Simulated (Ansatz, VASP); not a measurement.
One calculation of I, two programs

```
I
1.0
     5.30323   -2.52836    0.00000
     5.30323    2.52836    0.00000
     0.00000    0.00000    9.95333
I
4
Direct
  0.85937 0.14063 0.12021
  0.64063 0.35937 0.62021
  0.14063 0.85937 0.87979
  0.35937 0.64063 0.37979
```

Alike in both runs: functional RPBE; k mesh 5 × 5 × 2; occupations fermi-dirac, width 0.05 eV; no spin polarisation.

Ansatz relaxed the structure, and its values are those at the end. VASP's run is a single point on that final structure, the one shown.

|  | VASP | Ansatz |
| --- | --- | --- |
| version | VASP 6.6.1 | Ansatz 0.2.0 |
| potentials or method | VASP PAW PBE potentials, release 64 (I), cutoff 520 eV | plane waves (420 eV) with PAW, scalar-relativistic |
| valence electrons in the cell | 28 | 68 |

VASP gave:

```
pressure (GPa)                     : 0.0
rms of the force components (eV/Å) : 0.013
```

What did Ansatz give for the same quantities?

Pressure (GPa): 0.0; rms of the force components (eV/Å): 0.002.

VASP's potentials were made for PBE, not for RPBE. VASP's potentials hold 28 valence electrons a cell and Ansatz's 68, so a difference there can come from the potentials and not from the codes.

Spin-orbit coupling is off throughout.
